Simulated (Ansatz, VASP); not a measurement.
FeSi: VASP beside Ansatz

```
CELL_PARAMETERS angstrom
4.36897 0.00000 0.00000
0.00000 4.36897 0.00000
0.00000 0.00000 4.36897
ATOMIC_POSITIONS crystal
Fe 0.13681 0.13681 0.13681
Fe 0.36319 0.86319 0.63681
Fe 0.63681 0.36319 0.86319
Fe 0.86319 0.63681 0.36319
Si 0.84081 0.84081 0.84081
Si 0.65919 0.15919 0.34081
Si 0.34081 0.65919 0.15919
Si 0.15919 0.34081 0.65919
```

Alike in both runs: functional LDA; k mesh 8 × 8 × 8; occupations gaussian, width 0.01 eV; no spin polarisation.

Ansatz relaxed the structure, and its values are those at the end. VASP's run is a single point on that final structure, the one shown.

```csv
,VASP,Ansatz
version,VASP 6.6.1,Ansatz 0.2.0
potentials or method,"VASP PAW LDA potentials, release 64 (Fe, Si), cutoff 520 eV","scalar-relativistic, plane waves, PAW"
valence electrons in the cell,48,80
```

Ansatz gave:

* gap on the k mesh at the Fermi level (eV): 0.14
* least direct gap on the mesh (eV): 0.17
* pressure (GPa): 0.0
* rms of the force components (eV/Å): 0.000

Q: Which values does VASP return?

A: gap on the k mesh at the Fermi level (eV): 0.13; least direct gap on the mesh (eV): 0.16; pressure (GPa): 0.8; rms of the force components (eV/Å): 0.020.

LDA's correlation is that of Perdew and Zunger in VASP and of Perdew and Wang (1992) in Ansatz. VASP's potentials hold 48 valence electrons a cell and Ansatz's 80, so a difference there can come from the potentials and not from the codes.
